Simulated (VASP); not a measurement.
# KCl (I4/mmm) in VASP: single point with r2SCAN

Aim: the single point of KCl with r2SCAN.

All numbers are computed with VASP 6.6.1; they aren't measurements. Logs are shortened: lines on timing, memory, paths and dates and some standing lists are left out, and cuts for length are marked.

## Step 1: The cell of the first run

Symmetry: I4/mmm, No. 139, tetragonal system. The conventional cell has a = 4.391 Å, b = 4.391 Å, c = 6.521 Å, α = 90.00°, β = 90.00°, γ = 90.00°. Within 4.1 Å of K (site symmetry 4/mmm) lie 6 Cl at 3.11 to 3.26 Å. Cl (site symmetry 4/mmm) has 6 K at 3.11 to 3.26 Å within 4.1 Å.

## Step 2: Single point, r2SCAN

Input file POSCAR:

```
KCl
1.0
    0.0000000000      3.1051862581      3.2604455710
    3.1051862581      0.0000000000      3.2604455710
    3.1051862581      3.1051862581      0.0000000000
K Cl
1 1
Direct
    0.0000000000      0.0000000000      0.0000000000
    0.5000000000      0.5000000000      0.5000000000
```

Input file INCAR.step1:

```
SYSTEM = KCl
PREC = Accurate
ENCUT = 520
ISMEAR = 0
SIGMA = 0.05
LREAL = .False.
LASPH = .True.
NELM = 60
NBANDS = 15
GGA = PE
ALGO = Normal
EDIFF = 1E-4
LWAVE = .True.
LCHARG = .False.
```

Input file INCAR.step2:

```
SYSTEM = KCl
PREC = Accurate
ENCUT = 520
EDIFF = 1E-7
ISMEAR = 0
SIGMA = 0.05
LREAL = .False.
LASPH = .True.
NELM = 60
ALGO = Normal
ISIF = 2
LWAVE = .False.
LCHARG = .False.
METAGGA = R2SCAN
LMIXTAU = .True.
NBANDS = 15
ISTART = 1
```

Input file KPOINTS:

```
regular mesh
0
Gamma
  8 8 8
  0 0 0
```

Potentials or basis: VASP PAW PBE potentials, release 64 (K_sv, Cl).

Command:

```console
$ cat potpaw_PBE.64/K_sv/POTCAR potpaw_PBE.64/Cl/POTCAR > POTCAR
$ cp INCAR.step1 INCAR
$ mpirun -np 1 vasp_std > vasp.out
$ cp INCAR.step2 INCAR
$ mpirun -np 1 vasp_std > vasp.out
```

OUTCAR:

```text
SYSTEM = KCl
   PREC = Accurate
   ENCUT = 520
   EDIFF = 1E-7
   ISMEAR = 0
   LREAL = .False.
   LASPH = .True.
   NELM = 60
   ISIF = 2
   METAGGA = R2SCAN
   ISTART = 1

 ion  position               nearest neighbor table
   1  0.000  0.000  0.000-   2 3.11   2 3.11   2 3.11   2 3.11
   2  0.500  0.500  0.500-   1 3.11   1 3.11   1 3.11   1 3.11

  LATTYP: Found a body centered tetragonal cell.
 ALAT       =     4.3913965199
 C/A-ratio  =     1.4849242405

  Lattice vectors:

 A1 = (  -3.1051862581,   0.0000000000,   3.2604455710)
 A2 = (   3.1051862581,   0.0000000000,   3.2604455710)
 A3 = (   0.0000000000,   3.1051862581,  -3.2604455710)

Analysis of symmetry for initial positions (statically):
=====================================================================
 Subroutine PRICEL returns:
 Original cell was already a primitive cell.

 Routine SETGRP: Setting up the symmetry group for a
 body centered tetragonal supercell.

 Subroutine GETGRP returns: Found 16 space group operations
 (whereof 16 operations were pure point group operations)
 out of a pool of 16 trial point group operations.

The static configuration has the point symmetry D_4h.

Analysis of symmetry for dynamics (positions and initial velocities):
=====================================================================
 Subroutine PRICEL returns:
 Original cell was already a primitive cell.

 Routine SETGRP: Setting up the symmetry group for a
 body centered tetragonal supercell.

 Subroutine GETGRP returns: Found 16 space group operations
 (whereof 16 operations were pure point group operations)
 out of a pool of 16 trial point group operations.

The dynamic configuration has the point symmetry D_4h.

 Subroutine INISYM returns: Found 16 space group operations
 (whereof 16 operations are pure point group operations),
 and found     1 'primitive' translations

----------------------------------------------------------------------------------------

                                     Primitive cell

  volume of cell :      62.8756

  direct lattice vectors                    reciprocal lattice vectors
     0.000000000  3.105186258  3.260445571    -0.161020937  0.161020937  0.153353273
     3.105186258  0.000000000  3.260445571     0.161020937 -0.161020937  0.153353273
     3.105186258  3.105186258  0.000000000     0.161020937  0.161020937 -0.153353273

  length of vectors
     4.502520074  4.502520074  4.391396520     0.274540909  0.274540909  0.274540909

  position of ions in fractional coordinates (direct lattice)
[... 91 lines left out ...]
   NUPDOWN=      -1.0000    fix difference up-down
   EMIN   =  10.00;   EMAX   =-10.00  energy-range for DOS
   EFERMI =   0.00;   METHOD = LEGACY
   ISMEAR =     0;   SIGMA  =   0.05  broadening in eV -4-tet -1-fermi 0-gaus
   EFERMI_NEDOS =   21; number of points for ismear=-14 and -15
   IALGO  =     38    algorithm
   IMIX   =      4    mixing-type and parameters
     AMIX     =   0.40;   BMIX     =  1.00
     AMIX_MAG =   1.60;   BMIX_MAG =  1.00
  volume/ion in A,a.u.               =      31.44       212.15
  Fermi-wavevector in a.u.,A,eV,Ry     =   1.037419  1.960437 14.643101  1.076238
  Thomas-Fermi vector in A             =   2.171856
   LORBIT       =      0    0 simple, 1 ext, 2 COOP (PROOUT), +10 PAW based schemes
   METAGGA = R2SCAN    functional components
   LHFCALC =     F    Hartree Fock is set to
   AEXX    =    0.0000 exact exchange contribution
   IVDW    =     0    specifies the selected vdW correction
   LEPSILON=     F    determine dielectric tensor
   LRPA    =     F    only Hartree local field effects (RPA)
 non-spin polarized calculation
 Gauss-broadening in eV      SIGMA  =   0.05
  energy-cutoff  :      520.00
  volume of cell :       62.88
 maximum number of plane-waves:      1721
 NGX is ok and might be reduce to    36
   NGX = 17   NGY = 17   NGZ = 17

 number of electron      16.0000000 magnetization

 Free energy of the ion-electron system (eV)
  ---------------------------------------------------
  ext. energy  EPLUGINS =         0.00000000
  ---------------------------------------------------
  free energy    TOTEN  =       -16.49497973 eV

  energy without entropy =      -16.49497973  energy(sigma->0) =      -16.49497973

 E-fermi :  -2.0900     XC(G=0):  -7.9087

 val. band max:       -2.2884809331   @ k =   0.0000   0.0000   0.0000
 cond. band min:       3.4872467112   @ k =   0.0000   0.0000   0.0000
 fundamental gap:      5.7757276443
 Fermi energy:        -2.0900361982

 k-point     1 :       0.0000    0.0000    0.0000
  band No.  band energies     occupation
      1     -30.5849      2.00000
      2     -14.9627      2.00000
      3     -13.2844      2.00000
      4     -13.2742      2.00000
      5     -13.2742      2.00000
      6      -2.3212      2.00000
      7      -2.2885      2.00000
      8      -2.2885      2.00000
      9       3.4872      0.00000
     10       6.5302      0.00000
     11       6.8407      0.00000
     12       6.8407      0.00000
     13       7.6668      0.00000
     14       7.8884      0.00000
[... 401 lines left out ...]
      2     -15.0739      2.00000
      3     -13.3033      2.00000
      4     -13.2868      2.00000
      5     -13.1153      2.00000
      6      -3.1016      2.00000
      7      -2.5778      2.00000
      8      -2.5325      2.00000
      9       5.4526      0.00000
     10       6.1949      0.00000
     11       8.2597      0.00000
     12       8.5696      0.00000
     13       8.8263      0.00000
     14       9.4076      0.00000
     15      11.1414      0.00000

 [... further k-points ...]

------------------------ aborting loop because EDIFF is reached ----------------------------------------

  FORCE on cell =-STRESS in cart. coord.  units (eV):
  Direction    XX          YY          ZZ          XY          YZ          ZX
  --------------------------------------------------------------------------------------
  -------------------------------------------------------------------------------------
  Total        0.1994374      0.1994374     -0.4783469      0.0000000      0.0000000      0.0000000
  in kB        5.0820020      5.0820020    -12.1890906      0.0000000      0.0000000      0.0000000
  external PRESSURE =      -0.6750289 kB  Pullay stress =       0.0000000 kB

 VOLUME and BASIS-vectors are now :
 -----------------------------------------------------------------------------
  energy-cutoff  :      520.00
  volume of cell :       62.88
      direct lattice vectors                 reciprocal lattice vectors
     0.000000000  3.105186258  3.260445571    -0.161020937  0.161020937  0.153353273
     3.105186258  0.000000000  3.260445571     0.161020937 -0.161020937  0.153353273
     3.105186258  3.105186258  0.000000000     0.161020937  0.161020937 -0.153353273

 POSITION                                       TOTAL-FORCE (eV/Angst)
 -----------------------------------------------------------------------------------
      0.00000      0.00000      0.00000        -0.000000     -0.000000      0.000000
      3.10519      3.10519      3.26045         0.000000      0.000000     -0.000000
 -----------------------------------------------------------------------------------
    total drift:                                0.000000      0.000000      0.000000

  FREE ENERGIE OF THE ION-ELECTRON SYSTEM (eV)
  ---------------------------------------------------
  free  energy   TOTEN  =       -16.4949797349 eV

  energy  without entropy=      -16.4949797349  energy(sigma->0) =      -16.49497973
```

OUTCAR.step1:

```text
SYSTEM = KCl
   PREC = Accurate
   ENCUT = 520
   ISMEAR = 0
   LREAL = .False.
   LASPH = .True.
[... 655 lines left out ...]
      0.00000      0.00000      0.00000         0.000000      0.000000      0.000000
      3.10519      3.10519      3.26045        -0.000000     -0.000000      0.000000
 -----------------------------------------------------------------------------------
    total drift:                                0.000000      0.000000      0.000000

  FREE ENERGIE OF THE ION-ELECTRON SYSTEM (eV)
  ---------------------------------------------------
  free  energy   TOTEN  =        -6.7958187301 eV

  energy  without entropy=       -6.7958187301  energy(sigma->0) =       -6.79581873
```

It took 6.1 min on 1 thread of Intel Xeon Platinum 8259CL at 2.50GHz (Skylake/Cascade Lake), shared host; peak memory 0.24 GiB.

What came out:

```
Free energy            : -16.4950 eV
Pressure               : -0.1 GPa
Band gap on the k mesh : 5.78 eV, direct
```

Caveat: the PAW data sets were made with another functional, which shifts forces and pressure a little. A k mesh can miss the band edges.
